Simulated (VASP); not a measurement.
# LiF (P6_3mc) in VASP: single point with PBE

Aim: the single point of LiF with PBE.

All numbers are computed with VASP 6.6.1; they aren't measurements. Logs are shortened: lines on timing, memory, paths and dates and some standing lists are left out, and cuts for length are marked.

### Step 1. The cell of the first run

Symmetry: P6_3mc, No. 186, hexagonal system. Conventional cell: a = 3.629 Å, b = 3.629 Å, c = 5.372 Å, α = 90.00°, β = 90.00°, γ = 120.00°. Li (site symmetry 3m) has 4 F at 2.13 to 2.17 Å within 2.8 Å. Within 2.8 Å of F (site symmetry 3m) lie 4 Li at 2.13 to 2.17 Å.

### Step 2. Single point, PBE (Cl replaced by F, lengths x 0.883, strained)

File INCAR:

```
SYSTEM = LiF
PREC     = Accurate       ! precision mode
ENCUT    = 520            ! plane-wave cutoff, eV
EDIFF    = 1E-6           ! SCF threshold, eV
ISMEAR   = 0              ! smearing method
SIGMA    = 0.02           ! smearing width, eV
LREAL    = .FALSE.        ! projectors in reciprocal space
LASPH    = .TRUE.         ! aspherical terms in the spheres
NELM     = 100            ! most SCF steps
ALGO     = Normal         ! electronic algorithm
ISIF     = 2              ! what is computed and relaxed
LWAVE    = .FALSE.        ! write WAVECAR
LCHARG   = .FALSE.        ! write CHGCAR
GGA      = PE             ! functional
NBANDS   = 18             ! bands
```

File KPOINTS:

```
regular mesh
0
G
  9 9 4
  0 0 0
```

File POSCAR:

```
LiF
1.0
    3.6286123042      0.0000000000      0.0000000000
   -1.8143061521      3.1424704359      0.0000000000
    0.0000000000      0.0000000000      5.3723107235
Li F
2 2
Direct
    0.6666666700      0.3333333300      0.8854551753
    0.3333333300      0.6666666700      0.3854551753
    0.6666666700      0.3333333300      0.4895458247
    0.3333333300      0.6666666700      0.9895458247
```

Potentials or basis: VASP PAW PBE potentials, release 64 (Li_sv, F).

Command:

```console
$ cat potpaw_PBE.64/Li_sv/POTCAR potpaw_PBE.64/F/POTCAR > POTCAR
$ mpirun -np 1 vasp_std > vasp.out
```

OUTCAR:

```text
SYSTEM = LiF
   PREC = Accurate
   ENCUT = 520
   EDIFF = 1E-6
   ISMEAR = 0
   LREAL = .FALSE.
   LASPH = .TRUE.
   NELM = 100
   ISIF = 2
   GGA = PE

 ion  position               nearest neighbor table
   1  0.667  0.333  0.885-   3 2.13   4 2.17   4 2.17   4 2.17
   2  0.333  0.667  0.385-   4 2.13   3 2.17   3 2.17   3 2.17
   3  0.667  0.333  0.490-   1 2.13   2 2.17   2 2.17   2 2.17
   4  0.333  0.667  0.990-   2 2.13   1 2.17   1 2.17   1 2.17

  LATTYP: Found a hexagonal cell.
 ALAT       =     3.6286123042
 C/A-ratio  =     1.4805413952

  Lattice vectors:

 A1 = (   3.6286123042,   0.0000000000,   0.0000000000)
 A2 = (  -1.8143061521,   3.1424704359,   0.0000000000)
 A3 = (   0.0000000000,   0.0000000000,   5.3723107235)

Analysis of symmetry for initial positions (statically):
=====================================================================
 Subroutine PRICEL returns:
 Original cell was already a primitive cell.

 Routine SETGRP: Setting up the symmetry group for a
 hexagonal supercell.

 Subroutine GETGRP returns: Found 12 space group operations
 (whereof  6 operations were pure point group operations)
 out of a pool of 24 trial point group operations.

The static configuration has the point symmetry C_3v.
 The point group associated with its full space group is C_6v.

Analysis of symmetry for dynamics (positions and initial velocities):
=====================================================================
 Subroutine PRICEL returns:
 Original cell was already a primitive cell.

 Routine SETGRP: Setting up the symmetry group for a
 hexagonal supercell.

 Subroutine GETGRP returns: Found 12 space group operations
 (whereof  6 operations were pure point group operations)
 out of a pool of 24 trial point group operations.

The dynamic configuration has the point symmetry C_3v.
 The point group associated with its full space group is C_6v.

 Subroutine INISYM returns: Found 12 space group operations
 (whereof  6 operations are pure point group operations),
 and found     1 'primitive' translations

----------------------------------------------------------------------------------------

                                     Primitive cell

  volume of cell :      61.2594

[... 91 lines left out ...]
   NELM   =    100;   NELMIN=  2; NELMDL= -5     # of ELM steps
   EDIFF  = 0.1E-05   stopping-criterion for ELM
   LREAL  =      F    real-space projection
   EDIFFG = 0.1E-04   stopping-criterion for IOM
   NSW    =      0    number of steps for IOM
   IBRION =     -1    ionic relax: 0-MD 1-quasi-New 2-CG
   NFREE  =      0    steps in history (QN), initial steepest desc. (CG)
   ISIF   =      2    stress and relaxation
   ISYM   =      2    0-nonsym 1-usesym 2-fastsym
   POTIM  = 0.5000    time-step for ionic-motion
   TEBEG  =    0.0;   TEEND  =   0.0 temperature during run
   PSTRESS=    0.0 pullay stress
   NELECT =      20.0000    total number of electrons
   NUPDOWN=      -1.0000    fix difference up-down
   EMIN   =  10.00;   EMAX   =-10.00  energy-range for DOS
   EFERMI =   0.00;   METHOD = LEGACY
   ISMEAR =     0;   SIGMA  =   0.02  broadening in eV -4-tet -1-fermi 0-gaus
   EFERMI_NEDOS =   21; number of points for ismear=-14 and -15
   IALGO  =     38    algorithm
   IMIX   =      4    mixing-type and parameters
     AMIX     =   0.40;   BMIX     =  1.00
     AMIX_MAG =   1.60;   BMIX_MAG =  1.00
  volume/ion in A,a.u.               =      15.31       103.35
  Fermi-wavevector in a.u.,A,eV,Ry     =   1.127268  2.130228 17.289376  1.270733
  Thomas-Fermi vector in A             =   2.263953
   LORBIT       =      0    0 simple, 1 ext, 2 COOP (PROOUT), +10 PAW based schemes
   GGA     = PE    functional components
   LHFCALC =     F    Hartree Fock is set to
   AEXX    =    0.0000 exact exchange contribution
   IVDW    =     0    specifies the selected vdW correction
   LEPSILON=     F    determine dielectric tensor
   LRPA    =     F    only Hartree local field effects (RPA)
 non-spin polarized calculation
 Gauss-broadening in eV      SIGMA  =   0.02
  energy-cutoff  :      520.00
  volume of cell :       61.26
 maximum number of plane-waves:      1665
 NGX is ok and might be reduce to    28
   NGX = 13   NGY = 13   NGZ = 19

 number of electron      20.0000007 magnetization

 Free energy of the ion-electron system (eV)
  ---------------------------------------------------
  ext. energy  EPLUGINS =         0.00000000
  ---------------------------------------------------
  free energy    TOTEN  =       -18.50053867 eV

  energy without entropy =      -18.50053867  energy(sigma->0) =      -18.50053867

 E-fermi :  -3.6875     XC(G=0):  -7.0893

 val. band max:       -3.8619643026   @ k =   0.0000   0.0000   0.0000
 cond. band min:       1.9909339016   @ k =   0.0000   0.0000   0.0000
 fundamental gap:      5.8528982042
 Fermi energy:        -3.6874744618

 k-point     1 :       0.0000    0.0000    0.0000
  band No.  band energies     occupation
      1     -45.8847      2.00000
      2     -45.8782      2.00000
      3     -22.7774      2.00000
      4     -22.6659      2.00000
      5      -5.0938      2.00000
      6      -4.2221      2.00000
[... 481 lines left out ...]
      5      -4.8978      2.00000
      6      -4.6535      2.00000
[... 10 lines left out ...]
     17      12.0415      0.00000
     18      12.3715      0.00000

 [... further k-points ...]

------------------------ aborting loop because EDIFF is reached ----------------------------------------

  FORCE on cell =-STRESS in cart. coord.  units (eV):
  Direction    XX          YY          ZZ          XY          YZ          ZX
  --------------------------------------------------------------------------------------
  -------------------------------------------------------------------------------------
  Total       -3.8197862     -3.8197862     -3.2188280      0.0000000     -0.0000000      0.0000000
  in kB      -99.9025903    -99.9025903    -84.1851442      0.0000000     -0.0000000      0.0000000
  external PRESSURE =     -94.6634416 kB  Pullay stress =       0.0000000 kB

 VOLUME and BASIS-vectors are now :
 -----------------------------------------------------------------------------
  energy-cutoff  :      520.00
  volume of cell :       61.26
      direct lattice vectors                 reciprocal lattice vectors
     3.628612304  0.000000000  0.000000000     0.275587447  0.159110487  0.000000000
    -1.814306152  3.142470436  0.000000000     0.000000000  0.318220973  0.000000000
     0.000000000  0.000000000  5.372310724     0.000000000  0.000000000  0.186139643

 POSITION                                       TOTAL-FORCE (eV/Angst)
 -----------------------------------------------------------------------------------
      1.81431      1.04749      4.75694        -0.000000      0.000000     -0.107961
     -0.00000      2.09498      2.07078         0.000000     -0.000000     -0.107961
      1.81431      1.04749      2.62999        -0.000000      0.000000      0.107961
     -0.00000      2.09498      5.31615         0.000000     -0.000000      0.107961
 -----------------------------------------------------------------------------------
    total drift:                                0.000009     -0.000005      0.000433

  FREE ENERGIE OF THE ION-ELECTRON SYSTEM (eV)
  ---------------------------------------------------
  free  energy   TOTEN  =       -18.5005386739 eV

  energy  without entropy=      -18.5005386739  energy(sigma->0) =      -18.50053867
```

OSZICAR:

```text
N       E                     dE             d eps       ncg     rms          rms(c)
DAV:   1     0.129828473034E+03    0.12983E+03   -0.10042E+04  1296   0.113E+03
DAV:   2    -0.759442922522E+01   -0.13742E+03   -0.13254E+03  1436   0.279E+02
DAV:   3    -0.199712156193E+02   -0.12377E+02   -0.12315E+02  2402   0.676E+01
DAV:   4    -0.201688460326E+02   -0.19763E+00   -0.19725E+00  1616   0.866E+00
DAV:   5    -0.201723813768E+02   -0.35353E-02   -0.35344E-02  1778   0.104E+00    0.770E+00
DAV:   6    -0.184507113667E+02    0.17217E+01   -0.55598E+00  1358   0.160E+01    0.288E+00
DAV:   7    -0.184540230710E+02   -0.33117E-02   -0.13508E-01  1426   0.253E+00    0.164E+00
DAV:   8    -0.184963653112E+02   -0.42342E-01   -0.88381E-02  1412   0.279E+00    0.326E-01
DAV:   9    -0.184979512703E+02   -0.15860E-02   -0.78886E-03  1820   0.663E-01    0.129E-01
DAV:  10    -0.185005441504E+02   -0.25929E-02   -0.29996E-03  1370   0.354E-01    0.710E-02
DAV:  11    -0.185005220103E+02    0.22140E-04   -0.11480E-04  1748   0.885E-02    0.143E-02
DAV:  12    -0.185005404609E+02   -0.18451E-04   -0.25773E-05  1364   0.312E-02    0.710E-03
DAV:  13    -0.185005393241E+02    0.11368E-05   -0.32402E-06  1718   0.125E-02    0.723E-04
DAV:  14    -0.185005386739E+02    0.65021E-06   -0.90832E-08   868   0.256E-03
   1 F= -.18500539E+02 E0= -.18500539E+02  d E =-.305366E-37
```

Run time: 19 s. Hardware: 1 thread of Intel Xeon Platinum 8488C (Sapphire Rapids), shared host; peak memory 0.18 GiB.

Results:

* Free energy: -18.5005 eV
* Largest force: 0.108 eV/Å
* Band gap on the k mesh: 5.85 eV, direct

Forces in eV/Å, atoms in the order of the input:
```
Li   0.000  0.000 -0.108
Li   0.000  0.000 -0.108
F    0.000  0.000  0.108
F    0.000  0.000  0.108
```

Levels at points of the mesh, in eV from the valence-band top:
| k point | band 8 | band 9 | band 10 | band 11 | band 12 | band 13 |
| --- | --- | --- | --- | --- | --- | --- |
| (0.00, 0.00, 0.00) | -0.15 | -0.15 | 0.00 | 5.85 | 9.80 | 11.74 |
| (0.00, 0.00, 0.50) | -0.26 | -0.26 | -0.26 | 7.31 | 7.31 | 14.45 |

Caveat: the cell differs from its parent crystal (Cl replaced by F, lengths x 0.883, strained); the cutoff is under 1.25 times the usual one of these potentials, so pressure, stress and relaxed cells hold a basis-set (Pulay) error.
